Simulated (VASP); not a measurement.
Write the native input for VASP 6.6.1 that does the following.

```yaml
Task: single point
Functional: PBE
Potentials_or_basis: VASP PAW PBE potentials, release 64 (Mg, O)
Cutoff: 520 eV
k_mesh: 10 × 10 × 10
Occupations: fermi-dirac, width 0.02 eV
Spin: no spin polarisation
Dipole_correction: no
Further_INCAR_settings: ALGO = Normal; EDIFF = 1e-07; NBANDS = 11
```

The structure of MgO lies in POSCAR:

```
MgO
1.0
    2.7558282587      0.0000000000      0.0000000000
    0.0000000000      2.7558282587      0.0000000000
    0.0000000000      0.0000000000      2.6233491278
Mg O
1 1
Direct
    0.0000000000      0.0000000000      0.0000000000
    0.5000000000      0.5000000000      0.5000000000
```

This cell differs from its parent crystal: biaxial xy strain +5.0%.

The input as run:

INCAR

```
ALGO = Normal ; EDIFF = 1E-7
ENCUT = 520 ; GGA = PE
ISIF = 2 ; ISMEAR = -1
LASPH = T ; LCHARG = T
LELF = T ; LREAL = F
LVHAR = T ; LWAVE = F
NBANDS = 11 ; NELM = 60
PREC = Accurate ; SIGMA = 0.02
```

KPOINTS

```
k-points
0
Gamma
  10 10 10
```

Potentials or basis: VASP PAW PBE potentials, release 64 (Mg, O).

Run with:

```bash
$ cat potpaw_PBE.64/Mg/POTCAR potpaw_PBE.64/O/POTCAR > POTCAR
$ mpirun -np 1 vasp_std > vasp.out
```

Results of the run:

The pressure is -7.4 GPa and the band gap on the k mesh is 1.38 eV (least direct gap 2.14 eV).

Caveat: the cell differs from its parent crystal (biaxial xy strain +5.0%); the cell stands under tension.

Wall time 7.2 s on 1 thread of Intel(R) Xeon(R) 6975P-C (Granite Rapids), with other jobs on the host, peak memory 0.14 GiB.
